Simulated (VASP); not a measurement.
# Ca (Fm-3m) in VASP: notebook

Runs on Ca. Level: PBEsol. Tasks: single point.

Program: VASP 6.6.1. These are calculated values, not measurements. Logs are shortened: lines on timing, memory, paths and dates and some standing lists are left out, and cuts for length are marked.

## Step 1: The cell of the first run

The structure is cubic, space group Fm-3m (No. 225). The conventional cell has a = 4.957 Å, b = 4.957 Å, c = 4.957 Å, α = 90.00°, β = 90.00°, γ = 90.00°. Within 4.6 Å of Ca (site symmetry m-3m) lie 12 Ca at 3.51 Å.

## Step 2: Single point, PBEsol (volume scaled by 0.75)

Input file INCAR:

```
SYSTEM = Ca
ALGO = Normal ; EDIFF = 1E-7
ENCUT = 520 ; GGA = PS
ISIF = 2 ; ISMEAR = -1
LASPH = .TRUE. ; LCHARG = .TRUE.
LELF = .TRUE. ; LREAL = .FALSE.
LVHAR = .TRUE. ; LWAVE = .FALSE.
NBANDS = 11 ; NELM = 100
PREC = Accurate ; SIGMA = 0.05
```

Input file KPOINTS:

```
k-points
0
G
  13 13 13
  0 0 0
```

Input file POSCAR:

```
Ca
1.0
    0.0000000000      2.4785430330      2.4785430330
    2.4785430330      0.0000000000      2.4785430330
    2.4785430330      2.4785430330      0.0000000000
Ca
1
Direct
    0.0000000000      0.0000000000      0.0000000000
```

Potentials or basis: VASP PAW PBE potentials, release 64 (Ca_sv).

Command:

```console
$ cat potpaw_PBE.64/Ca_sv/POTCAR > POTCAR
$ mpirun -np 1 vasp_std > vasp.out
```

OUTCAR:

```text
SYSTEM = Ca
   EDIFF = 1E-7
   ENCUT = 520
   GGA = PS
   ISIF = 2
   ISMEAR = -1
   LASPH = .TRUE.
   LREAL = .FALSE.
   NELM = 100
   PREC = Accurate

 ion  position               nearest neighbor table
   1  0.000  0.000  0.000-

  LATTYP: Found a face centered cubic cell.
 ALAT       =     4.9570860660

  Lattice vectors:

 A1 = (   0.0000000000,   2.4785430330,   2.4785430330)
 A2 = (   2.4785430330,   0.0000000000,   2.4785430330)
 A3 = (   2.4785430330,   2.4785430330,   0.0000000000)

Analysis of symmetry for initial positions (statically):
=====================================================================
 Subroutine PRICEL returns:
 Original cell was already a primitive cell.

 Routine SETGRP: Setting up the symmetry group for a
 face centered cubic supercell.

 Subroutine GETGRP returns: Found 48 space group operations
[... 9 lines left out ...]

 Routine SETGRP: Setting up the symmetry group for a
 face centered cubic supercell.

 Subroutine GETGRP returns: Found 48 space group operations
[... 11 lines left out ...]
                                     Primitive cell

  volume of cell :      30.4523

  direct lattice vectors                    reciprocal lattice vectors
     0.000000000  2.478543033  2.478543033    -0.201731418  0.201731418  0.201731418
     2.478543033  0.000000000  2.478543033     0.201731418 -0.201731418  0.201731418
     2.478543033  2.478543033  0.000000000     0.201731418  0.201731418 -0.201731418

  length of vectors
     3.505189172  3.505189172  3.505189172     0.349409065  0.349409065  0.349409065

  position of ions in fractional coordinates (direct lattice)
     0.000000000  0.000000000  0.000000000

  ion indices of the primitive-cell ions
   primitive index   ion index
                 1           1

----------------------------------------------------------------------------------------

 KPOINTS: k-points

Automatic generation of k-mesh.
 Grid dimensions read from file:
 generate k-points for:   13   13   13

 Generating k-lattice:

  Cartesian coordinates                     Fractional coordinates (reciprocal lattice)
    -0.015517801  0.015517801  0.015517801     0.076923077  0.000000000  0.000000000
     0.015517801 -0.015517801  0.015517801     0.000000000  0.076923077  0.000000000
     0.015517801  0.015517801 -0.015517801     0.000000000  0.000000000  0.076923077

  Length of vectors
     0.026877620  0.026877620  0.026877620

  Shift w.r.t. Gamma in fractional coordinates (k-lattice)
[... 51 lines left out ...]
   NELM   =    100;   NELMIN=  2; NELMDL= -5     # of ELM steps
   EDIFF  = 0.1E-06   stopping-criterion for ELM
   LREAL  =      F    real-space projection
   EDIFFG = 0.1E-05   stopping-criterion for IOM
   NSW    =      0    number of steps for IOM
   IBRION =     -1    ionic relax: 0-MD 1-quasi-New 2-CG
   NFREE  =      0    steps in history (QN), initial steepest desc. (CG)
   ISIF   =      2    stress and relaxation
   ISYM   =      2    0-nonsym 1-usesym 2-fastsym
   POTIM  = 0.5000    time-step for ionic-motion
   TEBEG  =    0.0;   TEEND  =   0.0 temperature during run
   PSTRESS=    0.0 pullay stress
   NELECT =      10.0000    total number of electrons
   NUPDOWN=      -1.0000    fix difference up-down
   EMIN   =  10.00;   EMAX   =-10.00  energy-range for DOS
   EFERMI =   0.00;   METHOD = LEGACY
   ISMEAR =    -1;   SIGMA  =   0.05  broadening in eV -4-tet -1-fermi 0-gaus
   EFERMI_NEDOS =   21; number of points for ismear=-14 and -15
   IALGO  =     38    algorithm
   IMIX   =      4    mixing-type and parameters
     AMIX     =   0.40;   BMIX     =  1.00
     AMIX_MAG =   1.60;   BMIX_MAG =  1.00
  volume/ion in A,a.u.               =      30.45       205.50
  Fermi-wavevector in a.u.,A,eV,Ry     =   1.129454  2.134358 17.356480  1.275665
  Thomas-Fermi vector in A             =   2.266147
   LORBIT       =      0    0 simple, 1 ext, 2 COOP (PROOUT), +10 PAW based schemes
   GGA     = PS    functional components
   LHFCALC =     F    Hartree Fock is set to
   AEXX    =    0.0000 exact exchange contribution
   IVDW    =     0    specifies the selected vdW correction
   LEPSILON=     F    determine dielectric tensor
   LRPA    =     F    only Hartree local field effects (RPA)
 non-spin polarized calculation
  energy-cutoff  :      520.00
  volume of cell :       30.45
 maximum number of plane-waves:       869
 NGX is ok and might be reduce to    28
   NGX = 13   NGY = 13   NGZ = 13

 number of electron      10.0000000 magnetization

 number of electron       9.9999999 magnetization

 Free energy of the ion-electron system (eV)
  ---------------------------------------------------
  ext. energy  EPLUGINS =         0.00000000
  ---------------------------------------------------
  free energy    TOTEN  =        -1.92928527 eV

  energy without entropy =       -1.92301421  energy(sigma->0) =       -1.92614974

 E-fermi :   3.3909     XC(G=0):  -8.9224

 val. band max:        3.3173452558   @ k =  -0.3077   0.3846   0.1538
 cond. band min:       3.4646751948   @ k =  -0.3846   0.3077   0.0769
 fundamental gap:      0.1473299390
 Fermi energy:         3.3909018657

 k-point     1 :       0.0000    0.0000    0.0000
  band No.  band energies     occupation
      1     -37.7887      2.00000
      2     -18.6800      2.00000
      3     -18.6800      2.00000
      4     -18.6800      2.00000
      5      -1.2219      2.00000
      6       6.0705      0.00000
      7       6.0705      0.00000
      8       6.0705      0.00000
      9       7.6395      0.00000
     10       7.6395      0.00000
     11      13.9861      0.00000
[... 309 lines left out ...]
 k-point    24 :       0.4615    0.1538    0.0000
  band No.  band energies     occupation
      1     -37.7265      2.00000
      2     -19.0637      2.00000
      3     -18.7841      2.00000
      4     -18.7584      2.00000
      5       2.0867      2.00000
      6       3.8437      0.00023
      7       5.4202      0.00000
      8       6.3453      0.00000
      9       8.4605      0.00000
     10       8.6957      0.00000
     11      10.9611      0.00000

 [... further k-points ...]
[... 5 lines left out ...]
  --------------------------------------------------------------------------------------
  -------------------------------------------------------------------------------------
  Total        1.5189623      1.5189623      1.5189623      0.0000000     -0.0000000      0.0000000
  in kB       79.9168206     79.9168206     79.9168206      0.0000000     -0.0000000      0.0000000
  external PRESSURE =      79.9168206 kB  Pullay stress =       0.0000000 kB

 VOLUME and BASIS-vectors are now :
 -----------------------------------------------------------------------------
  energy-cutoff  :      520.00
  volume of cell :       30.45
      direct lattice vectors                 reciprocal lattice vectors
     0.000000000  2.478543033  2.478543033    -0.201731418  0.201731418  0.201731418
     2.478543033  0.000000000  2.478543033     0.201731418 -0.201731418  0.201731418
     2.478543033  2.478543033  0.000000000     0.201731418  0.201731418 -0.201731418

 POSITION                                       TOTAL-FORCE (eV/Angst)
 -----------------------------------------------------------------------------------
      0.00000      0.00000      0.00000        -0.000000     -0.000000     -0.000000
 -----------------------------------------------------------------------------------
    total drift:                               -0.000000     -0.000000     -0.000000

  FREE ENERGIE OF THE ION-ELECTRON SYSTEM (eV)
  ---------------------------------------------------
  free  energy   TOTEN  =        -1.9292852698 eV

  energy  without entropy=       -1.9230142147  energy(sigma->0) =       -1.92614974
```

OSZICAR:

```text
N       E                     dE             d eps       ncg     rms          rms(c)
DAV:   1     0.711445909425E+02    0.71145E+02   -0.53258E+03  1848   0.869E+02
DAV:   2    -0.397911269686E+00   -0.71543E+02   -0.70830E+02  2001   0.221E+02
DAV:   3    -0.189076534310E+01   -0.14929E+01   -0.14804E+01  2618   0.321E+01
DAV:   4    -0.195602785426E+01   -0.65263E-01   -0.65105E-01  2340   0.520E+00
DAV:   5    -0.195773978629E+01   -0.17119E-02   -0.17118E-02  2579   0.625E-01    0.198E+00
DAV:   6    -0.193851273057E+01    0.19227E-01   -0.83037E-03  2357   0.100E+00    0.116E+00
DAV:   7    -0.192938139589E+01    0.91313E-02   -0.13997E-02  2907   0.126E+00    0.102E-01
DAV:   8    -0.192928536069E+01    0.96035E-04   -0.53161E-04  2159   0.222E-01    0.226E-02
DAV:   9    -0.192928502462E+01    0.33607E-06   -0.38953E-05  2854   0.478E-02    0.966E-03
DAV:  10    -0.192928527814E+01   -0.25352E-06   -0.32203E-06  2173   0.187E-02    0.755E-04
DAV:  11    -0.192928526982E+01    0.83122E-08   -0.19564E-07  2179   0.406E-03
   1 F= -.19292853E+01 E0= -.19261497E+01  d E =-.627106E-02
```

stdout:

```text
POSCAR found type information on POSCAR Ca
 POSCAR found :  1 types and       1 ions
 scaLAPACK will be used
 -----------------------------------------------------------------------------
|                                                                             |
|                                                                             |
|     You enforced a specific xc type in the INCAR file but a different       |
|     I HOPE YOU KNOW WHAT YOU ARE DOING!                                     |
|                                                                             |
 -----------------------------------------------------------------------------

 LDA part: xc-table for (Slater+PW92), standard interpolation
 POSCAR, INCAR and KPOINTS ok, starting setup
 FFT: planning ... GRIDC
 FFT: planning ... GRID_SOFT
 FFT: planning ... GRID
 WAVECAR not read
 entering main loop
```

Run time: 17 s. Hardware: 1 thread of Intel Xeon Platinum 8488C (Sapphire Rapids), shared host; peak memory 0.17 GiB.

Results:

```yaml
Free_energy: -1.9293 eV
Pressure: 8.0 GPa
Band_gap_on_the_k_mesh: 0.15 eV, indirect (least direct gap 0.19 eV)
```

Levels at points of the mesh, in eV from the valence-band top:
```tsv
k point	band 3	band 4	band 5	band 6	band 7	band 8
(0.00, 0.00, 0.00)	-22.00	-22.00	-4.54	2.75	2.75	2.75
```

Caveat: the PAW data sets were made with another functional, which shifts forces and pressure a little.

(Part 1 of 2 ends here.)
